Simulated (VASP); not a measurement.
Here is a VASP 6.6.1 calculation.

The input INCAR:

```
ALGO     = Normal         # electronic algorithm
EDIFF    = 1E-6           # SCF threshold, eV
EDIFFG   = -0.02          # ionic threshold
ENCUT    = 600            # plane-wave cutoff, eV
IBRION   = 2              # ionic algorithm
ISIF     = 3              # what is computed and relaxed
ISMEAR   = -1             # smearing method
LASPH    = T              # aspherical terms in the spheres
LCHARG   = F              # write CHGCAR
LREAL    = F              # projectors in reciprocal space
LWAVE    = F              # write WAVECAR
NELM     = 60             # most SCF steps
NSW      = 80             # ionic steps
PREC     = Accurate       # precision mode
PSTRESS  = 600.0        
SIGMA    = 0.05           # smearing width, eV
```

File KPOINTS:

```
k-points
0
Gamma
  19 19 19
```

File POSCAR:

```
Se
1.0
    2.3912690000      0.0000000000      0.0000000000
   -0.7080256539      2.2840462132      0.0000000000
   -0.7080256539     -0.9607424365      2.0721585544
Se
1
Direct
    0.0000000000      0.0000000000      0.0000000000
```

Potentials or basis: VASP PAW LDA potentials, release 64 (Se).

The run is started by

```sh
$ cat potpaw_LDA.64/Se/POTCAR > POTCAR
$ mpirun -np 1 vasp_std > vasp.out
```

(1) Estimate the relaxed cell.

(2) Predict the band gap on the k mesh.

(3) What does it give for the space group after relaxing (to 0.1 Å)?

(4) Predict the relaxed volume.

## Answers

(1) a = 2.511 Å, b = 2.511 Å, c = 2.511 Å, α = 104.44°, β = 104.44°, γ = 104.44°.

(2) zero (bands 3 and 4 overlap by 10.75 eV).

(3) R-3m (No. 166).

(4) 14.01 Å³/atom.

Caveat: the cell is relaxed towards a set pressure, so the run minimises the enthalpy, not the energy; the volume moved by over 15 % at a fixed basis, so the end points are rough.
